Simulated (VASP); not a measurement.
A run of VASP 6.6.1:

INCAR

```
SYSTEM = BP
ALGO = Normal ; EDIFF = 1E-7
ENCUT = 520 ; GGA = PE
ISIF = 2 ; ISMEAR = 0
LASPH = .TRUE. ; LCHARG = .FALSE.
LREAL = .FALSE. ; LWAVE = .FALSE.
NBANDS = 11 ; NELM = 100
PREC = Accurate ; SIGMA = 0.05
```

Contents of KPOINTS:

```
k-points
0
G
  10 10 10
  0 0 0
```

Contents of POSCAR:

```
BP
1.0
    0.0000000000      2.3143800000      2.2690000000
    2.2690000000      0.0000000000      2.2690000000
    2.2690000000      2.3143800000      0.0000000000
B P
1 1
Direct
    0.0000000000      0.0000000000      0.0000000000
    0.7500000000      0.7500000000      0.7500000000
```

Potentials or basis: VASP PAW PBE potentials, release 64 (B, P).

Run with:

```bash
$ cat potpaw_PBE.64/B/POTCAR potpaw_PBE.64/P/POTCAR > POTCAR
$ mpirun -np 1 vasp_std > vasp.out
```

Hardware: 1 thread of Intel Xeon 8259CL, on a shared host.

**Question.** How long does it take, and how much memory?

**Answer.** Wall time 30 s on 1 thread of Intel Xeon 8259CL, on a shared host, peak memory 0.15 GiB. Counts: scf iterations 14, k points 102.
